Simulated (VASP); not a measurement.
# AlN (P3m1) in VASP: a series of runs

AlN is run at these levels: PBEsol; tasks: single point.

Everything below comes from runs of VASP 6.6.1. Logs are shortened: lines on timing, memory, paths and dates and some standing lists are left out, and cuts for length are marked.

### 1 The cell of the first run

It takes space group P3m1 (No. 156, trigonal). Conventional cell: a = 3.114 Å, b = 3.114 Å, c = 11.967 Å, α = 90.00°, β = 90.00°, γ = 120.00°. Within 2.5 Å of Al (site symmetry 3m) lie 3 N at 1.89 Å. Al (site symmetry 3m) has 4 N at 1.89 to 1.90 Å within 2.5 Å. Al (site symmetry 3m) has 4 N at 1.89 to 1.90 Å within 2.5 Å. Within 2.5 Å of Al (site symmetry 3m) lie 4 N at 1.89 to 1.90 Å. N (site symmetry 3m) has 3 Al at 1.89 Å within 2.5 Å. Within 2.5 Å of N (site symmetry 3m) lie 4 Al at 1.89 to 1.90 Å. N (site symmetry 3m) has 4 Al at 1.89 to 1.90 Å within 2.5 Å. Within 2.5 Å of N (site symmetry 3m) lie 4 Al at 1.89 to 1.90 Å.

### 2 Single point, PBEsol

File INCAR:

```
SYSTEM = AlN
  PREC = Accurate
  ENCUT = 520
  EDIFF = 1E-7
  ISMEAR = 0
  SIGMA = 0.05
  LREAL = .FALSE.
  LASPH = .TRUE.
  NELM = 60
  ALGO = Normal
  ISIF = 2
  LWAVE = .FALSE.
  LCHARG = .FALSE.
  GGA = PS
  NBANDS = 26
```

File KPOINTS:

```
Automatic mesh
0
G
  8 8 3
  0 0 0
```

File POSCAR:

```
AlN
1.0
   -3.1135599822      0.0000000000      0.0000000000
   -1.5567799911     -2.6964220408      0.0000000000
    0.0000000000      0.0000000000     11.9667009506
Al N
4 4
Direct
    0.3333333333      0.3333333333      0.7533347297
    0.3333333333      0.3333333333      0.3368999499
    0.6666666667      0.6666666667      0.1286825600
    0.6666666667      0.6666666667      0.5451173398
    0.3333333333      0.3333333333      0.0795348299
    0.3333333333      0.3333333333      0.4959696097
    0.6666666667      0.6666666667      0.2877522198
    0.6666666667      0.6666666667      0.7041869996
```

Potentials or basis: VASP PAW PBE potentials, release 64 (Al, N).

The run is started by

```
> cat potpaw_PBE.64/Al/POTCAR potpaw_PBE.64/N/POTCAR > POTCAR
> mpirun -np 1 vasp_std > vasp.out
```

OUTCAR:

```text
SYSTEM = AlN
   PREC = Accurate
   ENCUT = 520
   EDIFF = 1E-7
   ISMEAR = 0
   LREAL = .FALSE.
   LASPH = .TRUE.
   NELM = 60
   ISIF = 2
   GGA = PS

 ion  position               nearest neighbor table
   1  0.333  0.333  0.753-   8 1.89   8 1.89   8 1.89   4 3.07   4 3.07   4 3.07
   2  0.333  0.333  0.337-   7 1.89   7 1.89   7 1.89   6 1.90   4 3.07   3 3.07   3 3.07   4 3.07
                             3 3.07   4 3.07
   3  0.667  0.667  0.129-   5 1.89   5 1.89   5 1.89   7 1.90   2 3.07   2 3.07   2 3.07
   4  0.667  0.667  0.545-   6 1.89   6 1.89   6 1.89   8 1.90   1 3.07   2 3.07   2 3.07   1 3.07
                             1 3.07   2 3.07
   5  0.333  0.333  0.080-   3 1.89   3 1.89   3 1.89
   6  0.333  0.333  0.496-   4 1.89   4 1.89   4 1.89   2 1.90
   7  0.667  0.667  0.288-   2 1.89   2 1.89   2 1.89   3 1.90
   8  0.667  0.667  0.704-   1 1.89   1 1.89   1 1.89   4 1.90

  LATTYP: Found a hexagonal cell.
 ALAT       =     3.1135599822
 C/A-ratio  =     3.8434142971

  Lattice vectors:

 A1 = (   1.5567799911,   2.6964220408,   0.0000000000)
 A2 = (  -3.1135599822,   0.0000000000,   0.0000000000)
 A3 = (   0.0000000000,   0.0000000000,  11.9667009506)

Analysis of symmetry for initial positions (statically):
=====================================================================
 Subroutine PRICEL returns:
 Original cell was already a primitive cell.

 Routine SETGRP: Setting up the symmetry group for a
 hexagonal supercell.

 Subroutine GETGRP returns: Found  6 space group operations
 (whereof  6 operations were pure point group operations)
 out of a pool of 24 trial point group operations.

The static configuration has the point symmetry C_3v.

Analysis of symmetry for dynamics (positions and initial velocities):
=====================================================================
 Subroutine PRICEL returns:
 Original cell was already a primitive cell.

 Routine SETGRP: Setting up the symmetry group for a
 hexagonal supercell.

 Subroutine GETGRP returns: Found  6 space group operations
 (whereof  6 operations were pure point group operations)
 out of a pool of 24 trial point group operations.

The dynamic configuration has the point symmetry C_3v.

 Subroutine INISYM returns: Found  6 space group operations
 (whereof  6 operations are pure point group operations),
 and found     1 'primitive' translations

----------------------------------------------------------------------------------------

                                     Primitive cell

  volume of cell :     100.4661

  direct lattice vectors                    reciprocal lattice vectors
    -3.113559982  0.000000000  0.000000000    -0.321175762  0.185430913  0.000000000
    -1.556779991 -2.696422041  0.000000000     0.000000000 -0.370861825  0.000000000
     0.000000000  0.000000000 11.966700951     0.000000000  0.000000000  0.083565220

  length of vectors
     3.113559982  3.113559982 11.966700951     0.370861825  0.370861825  0.083565220

  position of ions in fractional coordinates (direct lattice)
     0.333333333  0.333333333  0.753334730
     0.333333333  0.333333333  0.336899950
     0.666666667  0.666666667  0.128682560
     0.666666667  0.666666667  0.545117340
     0.333333333  0.333333333  0.079534830
     0.333333333  0.333333333  0.495969610
     0.666666667  0.666666667  0.287752220
     0.666666667  0.666666667  0.704187000

  ion indices of the primitive-cell ions
   primitive index   ion index
                 1           1
                 2           2
                 3           3
                 4           4
                 5           5
                 6           6
                 7           7
                 8           8

----------------------------------------------------------------------------------------

 KPOINTS: Automatic mesh

Automatic generation of k-mesh.
 Grid dimensions read from file:
 generate k-points for:    8    8    3

 Generating k-lattice:

  Cartesian coordinates                     Fractional coordinates (reciprocal lattice)
    -0.040146970  0.023178864  0.000000000     0.125000000  0.000000000  0.000000000
     0.000000000 -0.046357728  0.000000000     0.000000000  0.125000000  0.000000000
     0.000000000  0.000000000  0.027855073     0.000000000  0.000000000  0.333333333

  Length of vectors
     0.046357728  0.046357728  0.027855073

  Shift w.r.t. Gamma in fractional coordinates (k-lattice)
     0.000000000  0.000000000  0.000000000

 Subroutine IBZKPT returns following result:
 ===========================================

 Found     25 irreducible k-points:

 Following reciprocal coordinates:
            Coordinates               Weight
  0.000000  0.000000  0.000000      1.000000
  0.125000 -0.000000  0.000000      6.000000
  0.250000 -0.000000  0.000000      6.000000
  0.375000 -0.000000  0.000000      6.000000
  0.500000 -0.000000  0.000000      3.000000
  0.250000  0.125000  0.000000      6.000000
[... 16 lines left out ...]
  0.375000  0.500000  0.333333     12.000000
  0.500000  0.250000  0.333333     12.000000
   k-points           NKPTS =     25   k-points in BZ     NKDIM =     25   number of bands    NBANDS=     26
   number of dos      NEDOS =    301   number of ions     NIONS =      8
   total plane-waves  NPLWV =  51840
   dimension x,y,z NGX =    24 NGY =   24 NGZ =   90
   dimension x,y,z NGXF=    48 NGYF=   48 NGZF=  180
   ions per type =               4   4
   NGX,Y,Z   is equivalent  to a cutoff of  12.81, 12.81, 12.50 a.u.
   NGXF,Y,Z  is equivalent  to a cutoff of  25.63, 25.63, 25.01 a.u.
 SYSTEM =  AlN
   PREC   = accura    normal or accurate (medium, high low for compatibility)
   ISTART =      0    job   : 0-new  1-cont  2-samecut
   ICHARG =      2    charge: 1-file 2-atom 10-const
   ISPIN  =      1    spin polarized calculation?
   LNONCOLLINEAR =      F non collinear calculations
   LSORBIT =      F    spin-orbit coupling
   LASPH  =      T    aspherical Exc in radial PAW
   ENCUT  =  520.0 eV  38.22 Ry    6.18 a.u.   5.79  5.79 22.25*2*pi/ulx,y,z
   NELM   =     60;   NELMIN=  2; NELMDL= -5     # of ELM steps
   EDIFF  = 0.1E-06   stopping-criterion for ELM
   LREAL  =      F    real-space projection
   EDIFFG = 0.1E-05   stopping-criterion for IOM
   NSW    =      0    number of steps for IOM
   IBRION =     -1    ionic relax: 0-MD 1-quasi-New 2-CG
   NFREE  =      0    steps in history (QN), initial steepest desc. (CG)
   ISIF   =      2    stress and relaxation
   ISYM   =      2    0-nonsym 1-usesym 2-fastsym
   POTIM  = 0.5000    time-step for ionic-motion
   TEBEG  =    0.0;   TEEND  =   0.0 temperature during run
   PSTRESS=    0.0 pullay stress
   NELECT =      32.0000    total number of electrons
   NUPDOWN=      -1.0000    fix difference up-down
   EMIN   =  10.00;   EMAX   =-10.00  energy-range for DOS
   EFERMI =   0.00;   METHOD = LEGACY
   ISMEAR =     0;   SIGMA  =   0.05  broadening in eV -4-tet -1-fermi 0-gaus
   EFERMI_NEDOS =   21; number of points for ismear=-14 and -15
   IALGO  =     38    algorithm
   IMIX   =      4    mixing-type and parameters
     AMIX     =   0.40;   BMIX     =  1.00
     AMIX_MAG =   1.60;   BMIX_MAG =  1.00
  volume/ion in A,a.u.               =      12.56        84.75
  Fermi-wavevector in a.u.,A,eV,Ry     =   1.118025  2.112762 17.007019  1.249981
  Thomas-Fermi vector in A             =   2.254653
   LORBIT       =      0    0 simple, 1 ext, 2 COOP (PROOUT), +10 PAW based schemes
   GGA     = PS    functional components
   LHFCALC =     F    Hartree Fock is set to
   AEXX    =    0.0000 exact exchange contribution
   IVDW    =     0    specifies the selected vdW correction
   LEPSILON=     F    determine dielectric tensor
   LRPA    =     F    only Hartree local field effects (RPA)
 non-spin polarized calculation
 Gauss-broadening in eV      SIGMA  =   0.05
  energy-cutoff  :      520.00
  volume of cell :      100.47
 maximum number of plane-waves:      2720
   NGX = 11   NGY = 11   NGZ = 45

 number of electron      31.9999996 magnetization

 Free energy of the ion-electron system (eV)
  ---------------------------------------------------
  ext. energy  EPLUGINS =         0.00000000
  ---------------------------------------------------
  free energy    TOTEN  =       -59.12690765 eV

  energy without entropy =      -59.12508394  energy(sigma->0) =      -59.12599579

 E-fermi :   5.7301     XC(G=0): -10.0888

 val. band max:        5.6963995268   @ k =   0.1250  -0.0000   0.0000
 cond. band min:       5.8169122524   @ k =   0.1250   0.1250   0.3333
 fundamental gap:      0.1205127256
 Fermi energy:         5.7301046814

 k-point     1 :       0.0000    0.0000    0.0000
  band No.  band energies     occupation
      1     -12.1345      2.00000
      2     -10.8106      2.00000
      3      -9.5463      2.00000
      4      -7.4220      2.00000
      5      -2.4389      2.00000
      6      -0.2471      2.00000
[... 18 lines left out ...]
     25      14.6030      0.00000
     26      14.8849      0.00000

 k-point     2 :       0.1250   -0.0000    0.0000
  band No.  band energies     occupation
      1     -11.9535      2.00000
      2     -10.6431      2.00000
      3      -9.3876      2.00000
      4      -7.2708      2.00000
      5      -2.2356      2.00000
      6      -0.2545      2.00000
[... 18 lines left out ...]
     25      14.1988      0.00000
     26      14.5853      0.00000

 k-point     3 :       0.2500   -0.0000    0.0000
  band No.  band energies     occupation
      1     -11.4622      2.00000
      2     -10.1971      2.00000
      3      -8.9680      2.00000
      4      -6.8742      2.00000
      5      -1.7100      2.00000
      6      -1.1516      2.00000
[... 572 lines left out ...]
 k-point    23 :       0.3750    0.5000    0.3333
  band No.  band energies     occupation
      1     -10.5652      2.00000
      2      -9.4385      2.00000
      3      -8.2604      2.00000
      4      -6.2205      2.00000
      5      -2.7145      2.00000
      6      -1.7556      2.00000
[... 18 lines left out ...]
     25      13.8837      0.00000
     26      14.3602      0.00000

 k-point    24 :       0.5000    0.2500    0.3333
  band No.  band energies     occupation
      1     -10.5838      2.00000
      2      -9.4469      2.00000
      3      -8.2664      2.00000
      4      -6.2239      2.00000
      5      -2.2514      2.00000
      6      -1.4634      2.00000
[... 18 lines left out ...]
     25      13.7946      0.00000
     26      14.2495      0.00000

 [... further k-points ...]
[... 5 lines left out ...]
  --------------------------------------------------------------------------------------
  -------------------------------------------------------------------------------------
  Total       -0.6221174     -0.6221174     -3.2778497     -0.0000000      0.0000000     -0.0000000
  in kB       -9.9211809     -9.9211809    -52.2733187     -0.0000000      0.0000000     -0.0000000
  external PRESSURE =     -24.0385602 kB  Pullay stress =       0.0000000 kB

 VOLUME and BASIS-vectors are now :
 -----------------------------------------------------------------------------
  energy-cutoff  :      520.00
  volume of cell :      100.47
      direct lattice vectors                 reciprocal lattice vectors
    -3.113559982  0.000000000  0.000000000    -0.321175762  0.185430913  0.000000000
    -1.556779991 -2.696422041  0.000000000     0.000000000 -0.370861825  0.000000000
     0.000000000  0.000000000 11.966700951     0.000000000  0.000000000  0.083565220

 POSITION                                       TOTAL-FORCE (eV/Angst)
 -----------------------------------------------------------------------------------
     -1.55678     -0.89881      9.01493         0.000000      0.000000      0.163909
     -1.55678     -0.89881      4.03158        -0.000000      0.000000     -1.442556
     -3.11356     -1.79761      1.53991        -0.000000      0.000000     -2.367892
     -3.11356     -1.79761      6.52326         0.000000      0.000000     -1.374672
     -1.55678     -0.89881      0.95177         0.000000      0.000000      1.052412
     -1.55678     -0.89881      5.93512        -0.000000     -0.000000      1.263427
     -3.11356     -1.79761      3.44344         0.000000     -0.000000      1.489920
     -3.11356     -1.79761      8.42680         0.000000      0.000000      1.215453
 -----------------------------------------------------------------------------------
    total drift:                                0.000000      0.000000     -0.000988

  FREE ENERGIE OF THE ION-ELECTRON SYSTEM (eV)
  ---------------------------------------------------
  free  energy   TOTEN  =       -59.1269076471 eV

  energy  without entropy=      -59.1250839393  energy(sigma->0) =      -59.12599579
```

Wall time 3.3 min (1 thread of AMD EPYC 7R13, shared host); peak memory 0.2 GiB.

Results:

```
Free energy            : -59.1269 eV
Pressure               : -2.4 GPa
Largest force          : 2.368 eV/Å
Band gap on the k mesh : zero (band 16 reaches 5.82 eV, above the bottom of band 17 at 5.70 eV)
```

Forces in eV/Å, atoms in the order of the input:
```
Al   0.000  0.000  0.164
Al   0.000  0.000 -1.443
Al   0.000  0.000 -2.368
Al   0.000  0.000 -1.375
N    0.000  0.000  1.052
N    0.000  0.000  1.263
N    0.000  0.000  1.490
N    0.000  0.000  1.215
```

Stress tensor (GPa, compression positive):
```
-0.99  0.00  0.00
 0.00 -0.99  0.00
 0.00  0.00 -5.23
```

Caveat: the PAW data sets were made with another functional, which shifts forces and pressure a little.

### 3 Single point, PBEsol

This run uses another cell than the first one, of 13.82 Å³/atom, 1.100 times its volume.

File INCAR:

```
PREC = Accurate
ENCUT = 520
EDIFF = 1E-6
ISMEAR = 0
SIGMA = 0.05
LREAL = False
LASPH = True
NELM = 60
ALGO = Normal
ISIF = 2
LWAVE = False
LCHARG = True
GGA = PS
LELF = True
LVHAR = True
NBANDS = 26
```

File KPOINTS:

```
regular mesh
0
Gamma
  8 8 3
```

File POSCAR:

```
AlN
1.0
   -3.1135599822      0.0000000000      0.0000000000
   -1.5567799911     -2.6964220408      0.0000000000
    0.0000000000      0.0000000000     13.1667009506
Al N
4 4
Direct
    0.3333333333      0.3333333333      0.6846765534
    0.3333333333      0.3333333333      0.3061952243
    0.6666666667      0.6666666667      0.1169545598
    0.6666666667      0.6666666667      0.4954358889
    0.3333333333      0.3333333333      0.0722861048
    0.3333333333      0.3333333333      0.4507674338
    0.6666666667      0.6666666667      0.2615267693
    0.6666666667      0.6666666667      0.6400080984
```

Potentials or basis: VASP PAW PBE potentials, release 64 (Al, N).

The run is started by

```
> cat potpaw_PBE.64/Al/POTCAR potpaw_PBE.64/N/POTCAR > POTCAR
> mpirun -np 1 vasp_std > vasp.out
```

Wall time 3.7 min (1 thread of AMD EPYC 7R13, shared host); peak memory 0.21 GiB.

It converged, with:

```yaml
Free_energy: -58.6709 eV
Pressure: -1.2 GPa
Largest_force: 2.054 eV/Å
Band_gap_on_the_k_mesh: zero (band 16 reaches 4.65 eV, above the bottom of band 17 at 4.45 eV)
```

Forces on the atoms (eV/Å):
```
Al   0.000  0.000 -0.315
Al   0.000  0.000 -1.314
Al   0.000  0.000 -2.054
Al   0.000  0.000 -1.388
N    0.000  0.000  1.532
N    0.000  0.000  1.205
N    0.000  0.000  1.345
N    0.000  0.000  0.988
```

Stress tensor (GPa, compression positive):
```
-1.67  0.00  0.00
 0.00 -1.67  0.00
 0.00  0.00 -0.34
```

Levels at points of the mesh, in eV from the Fermi level:
```
           k point  band 12  band 13  band 14  band 15  band 16  band 17  band 18  band 19  band 20  band 21
(0.00, 0.00, 0.00)    -1.48    -1.48    -0.87    -0.64     0.12     0.12     3.14     3.90     4.97     6.30
(0.50, 0.00, 0.00)    -3.49    -2.49    -2.35    -0.65    -0.16     0.76     2.26     3.63     4.27     5.31
```

Caveat: the PAW data sets were made with another functional, which shifts forces and pressure a little.
